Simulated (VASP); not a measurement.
Input of a VASP 6.6.1 run:

The input INCAR:

```
ALGO = Normal
EDIFF = 1E-6
ENCUT = 520
GGA = PS
ISIF = 2
ISMEAR = 0
LASPH = T
LCHARG = F
LREAL = F
LWAVE = F
NBANDS = 12
NELM = 80
PREC = Accurate
SIGMA = 0.1
```

The input KPOINTS:

```
k-points
0
Gamma
  8 8 8
```

Contents of POSCAR:

```
Ag
1.0
   -1.5400500338      1.5400500338      1.4493745225
    1.5400500338     -1.5400500338      1.4493745225
    1.5400500338      1.5400500338     -1.4493745225
Ag
1
Direct
    0.0000000000      0.0000000000      0.0000000000
```

Potentials or basis: VASP PAW PBE potentials, release 64 (Ag).

Launch:

```console
$ cat potpaw_PBE.64/Ag/POTCAR > POTCAR
$ mpirun -np 1 vasp_std > vasp.out
```

(1) Predict the pressure.

Results:

(1) 40.1 GPa.

Caveat: the k points lie up to 0.37 Å⁻¹ apart; the PAW data sets were made with another functional, which shifts forces and pressure a little.
